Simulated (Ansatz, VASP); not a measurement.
**PtS2: VASP beside Ansatz**

The input INCAR:

```
SYSTEM = PtS2
PREC = Accurate
ENCUT = 570
EDIFF = 1E-6
ISMEAR = -1
SIGMA = 0.02
LREAL = .FALSE.
LASPH = .TRUE.
NELM = 120
ALGO = Normal
ISIF = 2
LWAVE = .FALSE.
LCHARG = .TRUE.
GGA = PE
LELF = .TRUE.
LVHAR = .TRUE.
NBANDS = 22
GGA_COMPAT = .FALSE.
```

Contents of KPOINTS:

```
Automatic mesh
0
G
  12 12 6
  0 0 0
```

File POSCAR:

```
PtS2
1.0
    3.5291767756      0.0000000000      0.0000000000
   -1.7645883878      3.0563567421      0.0000000000
    0.0000000000      0.0000000000      5.0890199314
Pt S
1 2
Direct
    0.0000000000      0.0000000000      0.0000000000
    0.3333333333      0.6666666667      0.2428239062
    0.6666666667      0.3333333333      0.7571760938
```

Input for Ansatz:

```yaml
crystal:
  lattice:
    - [3.5291767756, 0.0, 0.0]
    - [-1.7645883878, 3.0563567421, 0.0]
    - [0.0, 0.0, 5.0890199314]
  atoms:
    - { symbol: Pt, position: [0.0, 0.0, 0.0] }
    - { symbol: S, position: [0.3333333333, 0.6666666667, 0.2428239062] }
    - { symbol: S, position: [0.6666666667, 0.3333333333, 0.7571760938] }
kpoints:
  mp_grid: { grid: [12, 12, 6] }
  band_path:
    path:
      - [0.0, 0.0, 0.0]
      - [0.5, 0.0, 0.0]
      - [0.3333333333, 0.3333333333, 0.0]
      - [0.0, 0.0, 0.5]
      - [0.5, 0.0, 0.5]
      - [0.3333333333, 0.3333333333, 0.5]
      - [0.0, 0.25, 0.3333333333]
      - [0.0, 0.169271, 0.197917]
      - [0.0, 0.282552, 0.299479]
    npoints: 1
hamiltonian:
  xc: pbe
scf:
  occupations: { method: fermi_dirac, width: 0.02 }
  n_extra_bands: 4
output:
  forces: true
  stress: true
  eigenvalues: true
```

Change from the starting cell: hydrostatic strain -0.7%.

Alike in both runs: task single point; functional PBE; k mesh 12 × 12 × 6; occupations fermi-dirac, width 0.02 eV; no spin polarisation.

|  | VASP | Ansatz |
| --- | --- | --- |
| version | VASP 6.6.1 | Ansatz 0.2.0 |
| potentials or method | VASP PAW PBE potentials, release 64 (Pt_sv_GW, S) | plane waves, PAW |
| plane-wave cutoff (eV) | 570 | 420 |
| valence electrons in the cell | 30 | 30 |

Ansatz gave:

| Property | Result |
| --- | --- |
| pressure (GPa) | 5.3 |
| traceless stress, the component that is largest in VASP (GPa) | -2.00 |
| rms of the force components (eV/Å) | 0.040 |

Problem. What did VASP give for the same quantities?

Solution. Pressure (GPa): 4.5; traceless stress, the component that is largest in VASP (GPa): -1.90; rms of the force components (eV/Å): 0.027.

Atom by atom the forces differ by 0.013 eV/Å (rms over components).

Neither program's run includes spin-orbit coupling.
